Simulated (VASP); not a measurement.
# RbCl (Fm-3m) in VASP: notebook

The runs below take RbCl through single point, relaxation of cell and atoms, with PBE+D3(BJ).

Program: VASP 6.6.1. These are calculated values, not measurements. Logs are shortened: lines on timing, memory, paths and dates and some standing lists are left out, and cuts for length are marked.

### Step 1. The cell of the first run

Symmetry: Fm-3m, No. 225, cubic system. The conventional cell has a = 6.588 Å, b = 6.588 Å, c = 6.588 Å, α = 90.00°, β = 90.00°, γ = 90.00°. Rb (site symmetry m-3m) has 6 Cl at 3.29 Å within 4.3 Å. Within 4.3 Å of Cl (site symmetry m-3m) lie 6 Rb at 3.29 Å.

### Step 2. Single point, PBE+D3(BJ)

The input, INCAR:

```
  ALGO = Normal
  EDIFF = 1E-6
  ENCUT = 500
  GGA = PE
  GGA_COMPAT = False
  ISIF = 2
  ISMEAR = 0
  IVDW = 12
  LASPH = True
  LCHARG = True
  LELF = True
  LREAL = False
  LVHAR = True
  LWAVE = False
  NBANDS = 15
  NELM = 120
  PREC = Accurate
  SIGMA = 0.02
```

The input, KPOINTS:

```
k-points
0
Gamma
  6 6 6
```

The input, POSCAR:

```
RbCl
1.0
    0.0000000000      3.2937881806      3.2937881806
    3.2937881806      0.0000000000      3.2937881806
    3.2937881806      3.2937881806      0.0000000000
Rb Cl
1 1
Direct
    0.0000000000      0.0000000000      0.0000000000
    0.5000000000      0.5000000000      0.5000000000
```

Potentials or basis: VASP PAW PBE potentials, release 64 (Rb_sv, Cl).

On the command line:

```bash
> cat potpaw_PBE.64/Rb_sv/POTCAR potpaw_PBE.64/Cl/POTCAR > POTCAR
> mpirun -np 1 vasp_std > vasp.out
```

OUTCAR:

```text
EDIFF = 1E-6
   ENCUT = 500
   GGA = PE
   ISIF = 2
   ISMEAR = 0
   IVDW = 12
   LASPH = True
   LREAL = False
   NELM = 120
   PREC = Accurate
 IVDW          = 12

 ion  position               nearest neighbor table
   1  0.000  0.000  0.000-   2 3.29   2 3.29   2 3.29   2 3.29   2 3.29   2 3.29
   2  0.500  0.500  0.500-   1 3.29   1 3.29   1 3.29   1 3.29   1 3.29   1 3.29

  LATTYP: Found a face centered cubic cell.
 ALAT       =     6.5875763612

  Lattice vectors:

 A1 = (   0.0000000000,   3.2937881806,   3.2937881806)
 A2 = (   3.2937881806,   0.0000000000,   3.2937881806)
 A3 = (   3.2937881806,   3.2937881806,   0.0000000000)

Analysis of symmetry for initial positions (statically):
=====================================================================
 Subroutine PRICEL returns:
 Original cell was already a primitive cell.

 Routine SETGRP: Setting up the symmetry group for a
 face centered cubic supercell.

 Subroutine GETGRP returns: Found 48 space group operations
 (whereof 48 operations were pure point group operations)
 out of a pool of 48 trial point group operations.

The static configuration has the point symmetry O_h .

Analysis of symmetry for dynamics (positions and initial velocities):
=====================================================================
 Subroutine PRICEL returns:
 Original cell was already a primitive cell.

 Routine SETGRP: Setting up the symmetry group for a
 face centered cubic supercell.

 Subroutine GETGRP returns: Found 48 space group operations
 (whereof 48 operations were pure point group operations)
 out of a pool of 48 trial point group operations.

The dynamic configuration has the point symmetry O_h .

 Subroutine INISYM returns: Found 48 space group operations
 (whereof 48 operations are pure point group operations),
 and found     1 'primitive' translations

----------------------------------------------------------------------------------------

                                     Primitive cell

  volume of cell :      71.4689

  direct lattice vectors                    reciprocal lattice vectors
     0.000000000  3.293788181  3.293788181    -0.151800897  0.151800897  0.151800897
     3.293788181  0.000000000  3.293788181     0.151800897 -0.151800897  0.151800897
     3.293788181  3.293788181  0.000000000     0.151800897  0.151800897 -0.151800897

  length of vectors
     4.658119917  4.658119917  4.658119917     0.262926866  0.262926866  0.262926866

  position of ions in fractional coordinates (direct lattice)
     0.000000000  0.000000000  0.000000000
     0.500000000  0.500000000  0.500000000

  ion indices of the primitive-cell ions
   primitive index   ion index
                 1           1
                 2           2

----------------------------------------------------------------------------------------

 KPOINTS: k-points

Automatic generation of k-mesh.
 Grid dimensions read from file:
 generate k-points for:    6    6    6

 Generating k-lattice:

  Cartesian coordinates                     Fractional coordinates (reciprocal lattice)
    -0.025300149  0.025300149  0.025300149     0.166666667  0.000000000  0.000000000
     0.025300149 -0.025300149  0.025300149     0.000000000  0.166666667  0.000000000
     0.025300149  0.025300149 -0.025300149     0.000000000  0.000000000  0.166666667

  Length of vectors
     0.043821144  0.043821144  0.043821144

  Shift w.r.t. Gamma in fractional coordinates (k-lattice)
     0.000000000  0.000000000  0.000000000

 Subroutine IBZKPT returns following result:
 ===========================================

 Found     16 irreducible k-points:

 Following reciprocal coordinates:
            Coordinates               Weight
  0.000000  0.000000  0.000000      1.000000
  0.166667  0.000000  0.000000      8.000000
  0.333333  0.000000  0.000000      8.000000
  0.500000  0.000000  0.000000      4.000000
  0.166667  0.166667  0.000000      6.000000
  0.333333  0.166667  0.000000     24.000000
[... 8 lines left out ...]
 -0.333333  0.333333  0.166667     24.000000
 -0.333333  0.500000  0.166667     12.000000
   k-points           NKPTS =     16   k-points in BZ     NKDIM =     16   number of bands    NBANDS=     15
   number of dos      NEDOS =    301   number of ions     NIONS =      2
   total plane-waves  NPLWV =  46656
   dimension x,y,z NGX =    36 NGY =   36 NGZ =   36
   dimension x,y,z NGXF=    72 NGYF=   72 NGZF=   72
   ions per type =               1   1
   NGX,Y,Z   is equivalent  to a cutoff of  12.85, 12.85, 12.85 a.u.
   NGXF,Y,Z  is equivalent  to a cutoff of  25.70, 25.70, 25.70 a.u.
 SYSTEM =  unknown system
   PREC   = accura    normal or accurate (medium, high low for compatibility)
   ISTART =      0    job   : 0-new  1-cont  2-samecut
   ICHARG =      2    charge: 1-file 2-atom 10-const
   ISPIN  =      1    spin polarized calculation?
   LNONCOLLINEAR =      F non collinear calculations
   LSORBIT =      F    spin-orbit coupling
   LASPH  =      T    aspherical Exc in radial PAW
   ENCUT  =  500.0 eV  36.75 Ry    6.06 a.u.   8.49  8.49  8.49*2*pi/ulx,y,z
   NELM   =    120;   NELMIN=  2; NELMDL= -5     # of ELM steps
   EDIFF  = 0.1E-05   stopping-criterion for ELM
   LREAL  =      F    real-space projection
   EDIFFG = 0.1E-04   stopping-criterion for IOM
   NSW    =      0    number of steps for IOM
   IBRION =     -1    ionic relax: 0-MD 1-quasi-New 2-CG
   NFREE  =      0    steps in history (QN), initial steepest desc. (CG)
   ISIF   =      2    stress and relaxation
   ISYM   =      2    0-nonsym 1-usesym 2-fastsym
   POTIM  = 0.5000    time-step for ionic-motion
   TEBEG  =    0.0;   TEEND  =   0.0 temperature during run
   PSTRESS=    0.0 pullay stress
   NELECT =      16.0000    total number of electrons
   NUPDOWN=      -1.0000    fix difference up-down
   EMIN   =  10.00;   EMAX   =-10.00  energy-range for DOS
   EFERMI =   0.00;   METHOD = LEGACY
   ISMEAR =     0;   SIGMA  =   0.02  broadening in eV -4-tet -1-fermi 0-gaus
   EFERMI_NEDOS =   21; number of points for ismear=-14 and -15
   IALGO  =     38    algorithm
   IMIX   =      4    mixing-type and parameters
     AMIX     =   0.40;   BMIX     =  1.00
     AMIX_MAG =   1.60;   BMIX_MAG =  1.00
  volume/ion in A,a.u.               =      35.73       241.15
  Fermi-wavevector in a.u.,A,eV,Ry     =   0.994052  1.878486 13.444456  0.988140
  Thomas-Fermi vector in A             =   2.125977
   LORBIT       =      0    0 simple, 1 ext, 2 COOP (PROOUT), +10 PAW based schemes
   GGA     = PE    functional components
   LHFCALC =     F    Hartree Fock is set to
   AEXX    =    0.0000 exact exchange contribution
   IVDW    =    12    specifies the selected vdW correction
   LEPSILON=     F    determine dielectric tensor
   LRPA    =     F    only Hartree local field effects (RPA)
 non-spin polarized calculation
 Gauss-broadening in eV      SIGMA  =   0.02
  energy-cutoff  :      500.00
  volume of cell :       71.47
 maximum number of plane-waves:      1837
 NGX is ok and might be reduce to    36
   NGX = 17   NGY = 17   NGZ = 17

 number of electron      16.0000002 magnetization

 Free energy of the ion-electron system (eV)
  ---------------------------------------------------
  ext. energy  EPLUGINS =         0.00000000
  ---------------------------------------------------
  free energy    TOTEN  =        -6.66621913 eV

  energy without entropy =       -6.66621913  energy(sigma->0) =       -6.66621913

 E-fermi :  -1.7584     XC(G=0):  -7.3404

 val. band max:       -1.8887776087   @ k =   0.0000   0.0000   0.0000
 cond. band min:       3.0997344260   @ k =   0.0000   0.0000   0.0000
 fundamental gap:      4.9885120347
 Fermi energy:        -1.7583940488

 k-point     1 :       0.0000    0.0000    0.0000
  band No.  band energies     occupation
      1     -25.8180      2.00000
      2     -13.8843      2.00000
      3      -9.8669      2.00000
      4      -9.8669      2.00000
      5      -9.8669      2.00000
      6      -1.8888      2.00000
      7      -1.8888      2.00000
      8      -1.8888      2.00000
      9       3.0997      0.00000
     10       6.1033      0.00000
     11       6.1033      0.00000
     12       6.1033      0.00000
     13       7.0848      0.00000
     14       7.0848      0.00000
     15      10.2108      0.00000

 k-point     2 :       0.1667    0.0000    0.0000
  band No.  band energies     occupation
      1     -25.8141      2.00000
      2     -13.8998      2.00000
      3      -9.8700      2.00000
      4      -9.8700      2.00000
      5      -9.8603      2.00000
      6      -2.1433      2.00000
      7      -1.9775      2.00000
      8      -1.9775      2.00000
      9       3.7182      0.00000
     10       5.9323      0.00000
     11       6.4470      0.00000
     12       6.4470      0.00000
     13       7.4895      0.00000
     14       7.4895      0.00000
     15      11.2648      0.00000

 k-point     3 :       0.3333    0.0000    0.0000
  band No.  band energies     occupation
      1     -25.8062      2.00000
      2     -13.9306      2.00000
      3      -9.8761      2.00000
      4      -9.8761      2.00000
      5      -9.8475      2.00000
      6      -2.5646      2.00000
      7      -2.1453      2.00000
      8      -2.1453      2.00000
      9       5.0528      0.00000
     10       5.9226      0.00000
     11       7.3948      0.00000
     12       7.3948      0.00000
     13       8.5167      0.00000
     14       8.5167      0.00000
     15      10.9394      0.00000
[... 199 lines left out ...]
 k-point    15 :      -0.3333    0.3333    0.1667
  band No.  band energies     occupation
      1     -25.7988      2.00000
      2     -13.8886      2.00000
      3     -10.0041      2.00000
      4      -9.9971      2.00000
      5      -9.8575      2.00000
      6      -2.4282      2.00000
      7      -2.1574      2.00000
      8      -2.1515      2.00000
      9       5.8106      0.00000
     10       5.8748      0.00000
     11       7.6433      0.00000
     12       7.7235      0.00000
     13       9.1101      0.00000
     14       9.7058      0.00000
     15      10.1326      0.00000

 k-point    16 :      -0.3333    0.5000    0.1667
  band No.  band energies     occupation
      1     -25.7977      2.00000
      2     -13.8609      2.00000
      3     -10.0827      2.00000
      4     -10.0054      2.00000
      5      -9.8834      2.00000
      6      -2.2461      2.00000
      7      -2.1743      2.00000
      8      -2.0674      2.00000
      9       5.0166      0.00000
     10       6.6634      0.00000
     11       6.9067      0.00000
     12       7.9471      0.00000
     13       8.9522      0.00000
     14       9.8535      0.00000
     15      10.3650      0.00000

------------------------ aborting loop because EDIFF is reached ----------------------------------------

 Edisp (eV)   -0.36251

 E8    (eV) :    -0.1738

  FORCE on cell =-STRESS in cart. coord.  units (eV):
  Direction    XX          YY          ZZ          XY          YZ          ZX
  --------------------------------------------------------------------------------------
  -------------------------------------------------------------------------------------
  Total       0.00010     0.00010     0.00010    -0.00000    -0.00000     0.00000
  in kB       0.00216     0.00216     0.00216    -0.00000    -0.00000     0.00000
  external pressure =        0.00 kB  Pullay stress =        0.00 kB

 VOLUME and BASIS-vectors are now :
 -----------------------------------------------------------------------------
  energy-cutoff  :      500.00
  volume of cell :       71.47
      direct lattice vectors                 reciprocal lattice vectors
     0.000000000  3.293788181  3.293788181    -0.151800897  0.151800897  0.151800897
     3.293788181  0.000000000  3.293788181     0.151800897 -0.151800897  0.151800897
     3.293788181  3.293788181  0.000000000     0.151800897  0.151800897 -0.151800897

 POSITION                                       TOTAL-FORCE (eV/Angst)
 -----------------------------------------------------------------------------------
      0.00000      0.00000      0.00000         0.000000     -0.000000      0.000000
      3.29379      3.29379      3.29379        -0.000000      0.000000     -0.000000
 -----------------------------------------------------------------------------------
    total drift:                                0.000000      0.000000      0.000000

  FREE ENERGIE OF THE ION-ELECTRON SYSTEM (eV)
  ---------------------------------------------------
  free  energy   TOTEN  =        -7.0287249093 eV

  energy  without entropy=       -7.0287249093  energy(sigma->0) =       -7.02872491
```

Wall time 7.8 s (1 thread of Intel Xeon 6975P-C (Granite Rapids), shared host); peak memory 0.21 GiB.

What came out:

* Free energy: -7.0287 eV
* Pressure: 0.0 GPa
* Band gap on the k mesh: 4.99 eV, direct
* Dispersion energy per atom: -0.181 eV

### Step 3. Relaxation of cell and atoms, PBE+D3(BJ)

This run uses another cell than the first one, of 36.22 Å³/atom, 1.014 times its volume.

The input, INCAR:

```
SYSTEM = RbCl
PREC = Accurate
ENCUT = 500
EDIFF = 1E-7
ISMEAR = 0
SIGMA = 0.02
LREAL = .FALSE.
LASPH = .TRUE.
NELM = 120
ALGO = Normal
ISIF = 3
LWAVE = .FALSE.
LCHARG = .FALSE.
GGA = PE
IVDW = 12
IBRION = 2
NSW = 70
EDIFFG = -0.02
GGA_COMPAT = .FALSE.
NELMIN = 4
```

The input, KPOINTS:

```
regular mesh
0
G
  6 6 6
  0 0 0
```

The input, POSCAR:

```
RbCl
1.0
    0.0000000000      3.3087070000      3.3087070000
    3.3087070000      0.0000000000      3.3087070000
    3.3087070000      3.3087070000      0.0000000000
Rb Cl
1 1
Direct
    0.0000000000      0.0000000000      0.0000000000
    0.5000000000      0.5000000000      0.5000000000
```

Potentials or basis: VASP PAW PBE potentials, release 64 (Rb_sv, Cl).

On the command line:

```bash
> cat potpaw_PBE.64/Rb_sv/POTCAR potpaw_PBE.64/Cl/POTCAR > POTCAR
> mpirun -np 1 vasp_std > vasp.out
```

It took 16 s on 1 thread of Intel Xeon 6975P-C (Granite Rapids), shared host; peak memory 0.22 GiB.

It converged, with:

```
Free energy                            : -7.0290 eV
Relaxed volume                         : 35.75 Å³/atom
Relaxed cell                           : a = 4.659 Å, b = 4.659 Å, c = 4.659 Å, α = 60.00°, β = 60.00°, γ = 60.00°
Space group after relaxing (to 0.05 Å) : Fm-3m (No. 225)
Energy gained by relaxing              : 0.3 meV/atom
Ionic steps                            : 3
Pressure after relaxing                : 0.0 GPa
Band gap on the k mesh                 : 4.99 eV, direct
Dispersion energy per atom             : -0.181 eV
```

Step by step:
| step | energy change (eV) | largest force (eV/Å) | pressure (GPa) | volume (Å³) |
| --- | --- | --- | --- | --- |
| 1 | 0.0000 | 0.0000 | -0.21 | 72.44 |
| 2 | -0.0005 | 0.0000 | -0.10 | 71.94 |
| 3 | -0.0006 | 0.0000 | 0.00 | 71.51 |

Final structure:
```xyz
2
Lattice="0.0000 3.2944 3.2944 3.2944 0.0000 3.2944 3.2944 3.2944 0.0000" Properties=species:S:1:pos:R:3 pbc="T T T"
Rb    0.0000    0.0000    0.0000
Cl    3.2944    3.2944    3.2944
```

Levels at points of the mesh, in eV from the valence-band top:
```csv
k point,band 5,band 6,band 7,band 8,band 9,band 10,band 11,band 12
"(0.00, 0.00, 0.00)",-7.98,0.00,0.00,0.00,4.99,7.99,7.99,7.99
"(0.50, 0.00, 0.00)",-7.95,-0.86,-0.34,-0.34,7.74,7.96,10.14,10.14
"(0.50, 0.50, 0.00)",-8.08,-0.32,-0.10,-0.10,6.21,8.05,9.69,10.06
```

A hybrid or GW would open this gap; PBE tends to underestimate it.
